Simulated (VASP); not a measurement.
A run of VASP 6.6.1:

The input POSCAR:

```
Hf
1.0
    3.1967000000      0.0000000000      0.0000000000
   -1.5983500000      2.7684234083      0.0000000000
    0.0000000000      0.0000000000      5.0578000000
Hf
2
Direct
    0.6707990000      0.3463000000      0.7545060000
    0.3256540000      0.6728700000      0.2466750000
```

File INCAR.step1:

```
PREC = Accurate
ENCUT = 520
ISMEAR = 1
SIGMA = 0.05
LREAL = F
LASPH = T
NELM = 60
NBANDS = 17
GGA = PE
ALGO = Normal
EDIFF = 1E-4
LWAVE = T
LCHARG = F
```

The input INCAR.step2:

```
PREC = Accurate
ENCUT = 520
EDIFF = 1E-6
ISMEAR = 1
SIGMA = 0.05
LREAL = F
LASPH = T
NELM = 60
ALGO = Normal
ISIF = 2
LWAVE = F
LCHARG = F
METAGGA = R2SCAN
LMIXTAU = T
NBANDS = 17
ISTART = 1
```

Contents of KPOINTS:

```
Automatic mesh
0
Gamma
  7 7 4
```

Potentials or basis: VASP PAW PBE potentials, release 64 (Hf_pv).

Run with:

```bash
$ cat potpaw_PBE.64/Hf_pv/POTCAR > POTCAR
$ cp INCAR.step1 INCAR
$ mpirun -np 1 vasp_std > vasp.out
$ cp INCAR.step2 INCAR
$ mpirun -np 1 vasp_std > vasp.out
```

Hardware: 1 thread of Intel(R) Xeon(R) Platinum 8488C (Sapphire Rapids) (shared host).

Estimate the wall time of this run.

Run time: 110 s on 1 thread of Intel(R) Xeon(R) Platinum 8488C (Sapphire Rapids) (shared host), peak memory 0.21 GiB. Counts: k points 99.
